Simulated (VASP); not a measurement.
# ScAl3: single point with r2SCAN

ScAl3:

```
Sc Al
1.0
     4.08781    0.00000    0.00000
     0.00000    4.08781    0.00000
     0.00000    0.00000    4.08781
Sc Al
1 3
Direct
  0.00000 0.00000 0.00000
  0.50000 0.50000 0.00000
  0.00000 0.50000 0.50000
  0.50000 0.00000 0.50000
```

```
Program                : VASP 6.6.1
Task                   : single point
Functional             : r2SCAN
Potentials or basis    : VASP PAW PBE potentials, release 64 (Sc_sv, Al)
Cutoff                 : 520 eV
k mesh                 : 7 × 7 × 7
Occupations            : fermi-dirac, width 0.05 eV
Spin                   : no spin polarisation
Dipole correction      : no
Further INCAR settings : ALGO = Normal; EDIFF = 1e-07; NBANDS = 18
```

- Pressure: -0.2 GPa
- Band gap on the k mesh: zero (band 10 reaches 8.29 eV, above the bottom of band 11 at 4.42 eV)

Levels at points of the mesh, in eV from the Fermi level:
| k point | band 8 | band 9 | band 10 | band 11 | band 12 | band 13 |
| --- | --- | --- | --- | --- | --- | --- |
| (0.00, 0.00, 0.00) | -1.91 | -1.91 | -1.91 | 1.43 | 1.51 | 1.51 |

It took 49 s on 1 thread of Intel(R) Xeon(R) 6975P-C (Granite Rapids), with other jobs on the host, peak memory 0.17 GiB.

Caveat: the PAW data sets were made with another functional, which shifts forces and pressure a little.
